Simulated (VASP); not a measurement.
# Cu (I4/mmm) in VASP: further runs, part 2 of 2

VASP 6.6.1. The steps go on from the part before.

## 3. Single point, PBE (biaxial strain in the a-b plane: -2.0 %, then relaxed in part)

INCAR

```
  PREC = Accurate
  ENCUT = 520
  EDIFF = 1E-6
  ISMEAR = 0
  SIGMA = 0.1
  LREAL = False
  LASPH = True
  NELM = 100
  ALGO = Fast
  ISIF = 2
  LWAVE = False
  LCHARG = True
  GGA = PE
  LELF = True
  LVHAR = True
  NBANDS = 18
```

KPOINTS

```
regular mesh
0
Gamma
  14 14 16
```

POSCAR

```
Cu
1.0
    2.8920406084      0.0000000000      0.0000000000
    0.0000000000      2.8920406084      0.0000000000
    0.0000000000      0.0000000000      2.8689525750
Cu
2
Direct
    0.0000000000      0.0000000000      0.0000000000
    0.5000000000      0.5000000000      0.5000000000
```

Potentials or basis: VASP PAW PBE potentials, release 64 (Cu).

The run is started by

```bash
$ cat potpaw_PBE.64/Cu/POTCAR > POTCAR
$ mpirun -np 1 vasp_std > vasp.out
```

OUTCAR:

```text
PREC = Accurate
   ENCUT = 520
   EDIFF = 1E-6
   ISMEAR = 0
   LREAL = False
   LASPH = True
   NELM = 100
   ISIF = 2
   GGA = PE

 ion  position               nearest neighbor table
   1  0.000  0.000  0.000-   2 2.50   2 2.50   2 2.50   2 2.50   2 2.50   2 2.50   2 2.50   2 2.50

   2  0.500  0.500  0.500-   1 2.50   1 2.50   1 2.50   1 2.50   1 2.50   1 2.50   1 2.50   1 2.50

  LATTYP: Found a simple tetragonal cell.
 ALAT       =     2.8920406084
 C/A-ratio  =     0.9920166981

  Lattice vectors:

 A1 = (   2.8920406084,   0.0000000000,   0.0000000000)
 A2 = (   0.0000000000,   2.8920406084,   0.0000000000)
 A3 = (   0.0000000000,   0.0000000000,   2.8689525750)

Analysis of symmetry for initial positions (statically):
=====================================================================
 Subroutine PRICEL returns following result:

  LATTYP: Found a body centered tetragonal cell.
 ALAT       =     2.8920406084
 C/A-ratio  =     0.9920166981

  Lattice vectors:

 A1 = (  -1.4460203042,  -1.4460203042,  -1.4344762875)
 A2 = (   1.4460203042,   1.4460203042,  -1.4344762875)
 A3 = (   1.4460203042,  -1.4460203042,   1.4344762875)

   2 primitive cells build up your supercell.

 Routine SETGRP: Setting up the symmetry group for a
 simple tetragonal supercell.

 Subroutine GETGRP returns: Found 16 space group operations
 (whereof 16 operations were pure point group operations)
 out of a pool of 16 trial point group operations.

The static configuration has the point symmetry D_4h.

Analysis of symmetry for dynamics (positions and initial velocities):
=====================================================================
 Subroutine PRICEL returns following result:

  LATTYP: Found a body centered tetragonal cell.
 ALAT       =     2.8920406084
 C/A-ratio  =     0.9920166981

  Lattice vectors:

 A1 = (  -1.4460203042,  -1.4460203042,  -1.4344762875)
 A2 = (   1.4460203042,   1.4460203042,  -1.4344762875)
 A3 = (   1.4460203042,  -1.4460203042,   1.4344762875)

   2 primitive cells build up your supercell.

 Routine SETGRP: Setting up the symmetry group for a
 simple tetragonal supercell.

 Subroutine GETGRP returns: Found 16 space group operations
 (whereof 16 operations were pure point group operations)
 out of a pool of 16 trial point group operations.

The dynamic configuration has the point symmetry D_4h.

 Subroutine INISYM returns: Found 16 space group operations
 (whereof 16 operations are pure point group operations),
 and found     2 'primitive' translations

----------------------------------------------------------------------------------------

                                     Primitive cell

  volume of cell :      11.9978

  direct lattice vectors                    reciprocal lattice vectors
    -1.446020304 -1.446020304 -1.434476287     0.000000000 -0.345776611 -0.348559265
     1.446020304  1.446020304 -1.434476287     0.345776611  0.000000000 -0.348559265
     1.446020304 -1.446020304  1.434476287     0.345776611 -0.345776611  0.000000000

  length of vectors
     2.497933478  2.497933478  2.497933478     0.490973549  0.490973549  0.489001973

[... 27 lines left out ...]

 Subroutine IBZKPT returns following result:
 ===========================================

 Found    324 irreducible k-points:

 Following reciprocal coordinates:
            Coordinates               Weight
  0.000000  0.000000  0.000000      1.000000
  0.071429  0.000000  0.000000      4.000000
  0.142857  0.000000  0.000000      4.000000
  0.214286  0.000000  0.000000      4.000000
  0.285714  0.000000  0.000000      4.000000
  0.357143  0.000000  0.000000      4.000000
[... 16 lines left out ...]
  0.285714  0.214286  0.000000      8.000000
  0.357143  0.214286  0.000000      8.000000
 [... further k-points ...]
   k-points           NKPTS =    324   k-points in BZ     NKDIM =    324   number of bands    NBANDS=     18
   number of dos      NEDOS =    301   number of ions     NIONS =      2
   total plane-waves  NPLWV =  13824
   dimension x,y,z NGX =    24 NGY =   24 NGZ =   24
   dimension x,y,z NGXF=    48 NGYF=   48 NGZF=   48
   ions per type =               2
   NGX,Y,Z   is equivalent  to a cutoff of  13.80, 13.80, 13.91 a.u.
   NGXF,Y,Z  is equivalent  to a cutoff of  27.59, 27.59, 27.81 a.u.
 SYSTEM =  unknown system
   PREC   = accura    normal or accurate (medium, high low for compatibility)
   ISTART =      0    job   : 0-new  1-cont  2-samecut
   ICHARG =      2    charge: 1-file 2-atom 10-const
   ISPIN  =      1    spin polarized calculation?
   LNONCOLLINEAR =      F non collinear calculations
   LSORBIT =      F    spin-orbit coupling
   LASPH  =      T    aspherical Exc in radial PAW
   ENCUT  =  520.0 eV  38.22 Ry    6.18 a.u.   5.38  5.38  5.33*2*pi/ulx,y,z
   NELM   =    100;   NELMIN=  2; NELMDL= -5     # of ELM steps
   EDIFF  = 0.1E-05   stopping-criterion for ELM
   LREAL  =      F    real-space projection
   EDIFFG = 0.1E-04   stopping-criterion for IOM
   NSW    =      0    number of steps for IOM
   IBRION =     -1    ionic relax: 0-MD 1-quasi-New 2-CG
   NFREE  =      0    steps in history (QN), initial steepest desc. (CG)
   ISIF   =      2    stress and relaxation
   ISYM   =      2    0-nonsym 1-usesym 2-fastsym
   POTIM  = 0.5000    time-step for ionic-motion
   TEBEG  =    0.0;   TEEND  =   0.0 temperature during run
   PSTRESS=    0.0 pullay stress
   NELECT =      22.0000    total number of electrons
   NUPDOWN=      -1.0000    fix difference up-down
   EMIN   =  10.00;   EMAX   =-10.00  energy-range for DOS
   EFERMI =   0.00;   METHOD = LEGACY
   ISMEAR =     0;   SIGMA  =   0.10  broadening in eV -4-tet -1-fermi 0-gaus
   EFERMI_NEDOS =   21; number of points for ismear=-14 and -15
   IALGO  =     68    algorithm
   IMIX   =      4    mixing-type and parameters
     AMIX     =   0.40;   BMIX     =  1.00
     AMIX_MAG =   1.60;   BMIX_MAG =  1.00
  volume/ion in A,a.u.               =      12.00        80.97
  Fermi-wavevector in a.u.,A,eV,Ry     =   1.590395  3.005411 34.413982  2.529356
  Thomas-Fermi vector in A             =   2.689097
   LORBIT       =      0    0 simple, 1 ext, 2 COOP (PROOUT), +10 PAW based schemes
   GGA     = PE    functional components
   LHFCALC =     F    Hartree Fock is set to
   AEXX    =    0.0000 exact exchange contribution
   IVDW    =     0    specifies the selected vdW correction
   LEPSILON=     F    determine dielectric tensor
   LRPA    =     F    only Hartree local field effects (RPA)
 non-spin polarized calculation
 RMM-DIIS sequential band-by-band and
 Gauss-broadening in eV      SIGMA  =   0.10
  energy-cutoff  :      520.00
  volume of cell :       24.00
 maximum number of plane-waves:       663
 NGX is ok and might be reduce to    24
   NGX = 11   NGY = 11   NGZ = 11

 number of electron      21.9999985 magnetization

 Free energy of the ion-electron system (eV)
  ---------------------------------------------------
  ext. energy  EPLUGINS =         0.00000000
  ---------------------------------------------------
  free energy    TOTEN  =        -7.38826735 eV

  energy without entropy =       -7.38580477  energy(sigma->0) =       -7.38703606

 E-fermi :   7.3988     XC(G=0): -12.6361

 val. band max:        7.3910552542   @ k =   0.4286   0.0000   0.2500
 cond. band min:       7.4009562566   @ k =   0.4286   0.0000   0.4375
 fundamental gap:      0.0099010024
 Fermi energy:         7.3988084032

 k-point     1 :       0.0000    0.0000    0.0000
  band No.  band energies     occupation
      1      -1.8340      2.00000
      2       2.8502      2.00000
      3       2.8584      2.00000
      4       4.3182      2.00000
      5       4.3480      2.00000
      6       4.3480      2.00000
[... 481 lines left out ...]
      5       4.2786      2.00000
      6       4.4090      2.00000
[... 10 lines left out ...]
     17      25.8984      0.00000
     18      26.3050      0.00000

 [... further k-points ...]

------------------------ aborting loop because EDIFF is reached ----------------------------------------

  FORCE on cell =-STRESS in cart. coord.  units (eV):
  Direction    XX          YY          ZZ          XY          YZ          ZX
  --------------------------------------------------------------------------------------
  -------------------------------------------------------------------------------------
  Total        0.2089529      0.2089529      0.1828855      0.0000000      0.0000000      0.0000000
  in kB       13.9516877     13.9516877     12.2111846      0.0000000      0.0000000      0.0000000
  external PRESSURE =      13.3715200 kB  Pullay stress =       0.0000000 kB

 VOLUME and BASIS-vectors are now :
 -----------------------------------------------------------------------------
  energy-cutoff  :      520.00
  volume of cell :       24.00
      direct lattice vectors                 reciprocal lattice vectors
     2.892040608  0.000000000  0.000000000     0.345776611  0.000000000  0.000000000
     0.000000000  2.892040608  0.000000000     0.000000000  0.345776611  0.000000000
     0.000000000  0.000000000  2.868952575     0.000000000  0.000000000  0.348559265

 POSITION                                       TOTAL-FORCE (eV/Angst)
 -----------------------------------------------------------------------------------
      0.00000      0.00000      0.00000        -0.000000     -0.000000      0.000000
      1.44602      1.44602      1.43448         0.000000      0.000000     -0.000000
 -----------------------------------------------------------------------------------
    total drift:                                0.000000      0.000000     -0.000000

  FREE ENERGIE OF THE ION-ELECTRON SYSTEM (eV)
  ---------------------------------------------------
  free  energy   TOTEN  =        -7.3882673486 eV

  energy  without entropy=       -7.3858047706  energy(sigma->0) =       -7.38703606
```

OSZICAR:

```text
N       E                     dE             d eps       ncg     rms          rms(c)
DAV:   1     0.123202803252E+03    0.12320E+03   -0.10653E+04 12720   0.218E+03
DAV:   2    -0.288536696086E+01   -0.12609E+03   -0.11966E+03 11684   0.288E+02
DAV:   3    -0.909363447716E+01   -0.62083E+01   -0.60024E+01 12808   0.866E+01
DAV:   4    -0.916462284033E+01   -0.70988E-01   -0.70927E-01 13464   0.992E+00
DAV:   5    -0.916560215392E+01   -0.97931E-03   -0.97928E-03 13832   0.999E-01    0.107E+01
RMM:   6    -0.806618484606E+01    0.10994E+01   -0.10838E+01 13607   0.580E+01    0.617E+00
RMM:   7    -0.741073623060E+01    0.65545E+00   -0.20096E+00 13426   0.259E+01    0.143E+00
RMM:   8    -0.739077557312E+01    0.19961E-01   -0.60174E-02 13826   0.226E+00    0.423E-01
RMM:   9    -0.738791059471E+01    0.28650E-02   -0.16422E-02 14059   0.239E+00    0.447E-02
RMM:  10    -0.738824592859E+01   -0.33533E-03   -0.28928E-03 14887   0.502E-01    0.170E-02
RMM:  11    -0.738827296489E+01   -0.27036E-04   -0.32698E-04 14288   0.294E-01    0.377E-02
RMM:  12    -0.738826361964E+01    0.93452E-05   -0.11634E-04 14870   0.155E-01    0.101E-02
RMM:  13    -0.738826682755E+01   -0.32079E-05   -0.32462E-05 13452   0.522E-02    0.676E-03
RMM:  14    -0.738826734864E+01   -0.52109E-06   -0.41666E-06  9751   0.236E-02
   1 F= -.73882673E+01 E0= -.73870361E+01  d E =-.246258E-02
```

stdout:

```text
POSCAR found type information on POSCAR Cu
 POSCAR found :  1 types and       2 ions
 scaLAPACK will be used
 LDA part: xc-table for (Slater+PW92), standard interpolation
 POSCAR, INCAR and KPOINTS ok, starting setup
 FFT: planning ... GRIDC
 FFT: planning ... GRID_SOFT
 FFT: planning ... GRID
 WAVECAR not read
 entering main loop
```

Run time: 79 s. Hardware: 1 thread of Intel Xeon Platinum 8259CL at 2.50GHz (Skylake/Cascade Lake), shared host; peak memory 0.22 GiB.

Results:

| Property | Result |
| --- | --- |
| Free energy | -7.3883 eV |
| Pressure | 1.3 GPa |
| Band gap on the k mesh | zero (band 11 reaches 13.79 eV, above the bottom of band 12 at 6.08 eV) |

Stress tensor (GPa, compression positive):
```
1.40 0.00 0.00
0.00 1.40 0.00
0.00 0.00 1.22
```

Caveat: the cell differs from its parent crystal (biaxial strain in the a-b plane: -2.0 %, then relaxed in part).
